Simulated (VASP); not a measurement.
The system is GaAs.

```
Ga As
1.0
     0.00000    2.83309    2.94641
     2.83309    0.00000    2.94641
     2.83309    2.83309    0.00000
Ga As
1 1
Direct
  0.00000 0.00000 0.00000
  0.25000 0.25000 0.25000
```

This cell differs from its parent crystal: uniaxial z strain +4.0%.

Base run:

* Program: VASP 6.6.1
* Functional: PBE
* Potentials or basis: VASP PAW PBE potentials, release 64 (Ga_d, As)
* Cutoff: 520 eV
* k mesh: 8 × 8 × 8
* Occupations: fermi-dirac, width 0.02 eV
* Spin: no spin polarisation

Its results: band gap on the k mesh 0.09 eV, direct; pressure 0.3 GPa.

Question: The run is repeated on the same cell with these changes: functional from PBE to r2SCAN; further incar settings from ALGO = Normal; EDIFF = 1e-07; NBANDS = 16 to ALGO = Normal; EDIFF = 1e-06; NBANDS = 16. What comes out?

Answer: Band gap on the k mesh 0.54 eV, direct; pressure -2.5 GPa.

Caveats: the PAW data sets were made with another functional, which shifts forces and pressure a little (some runs).

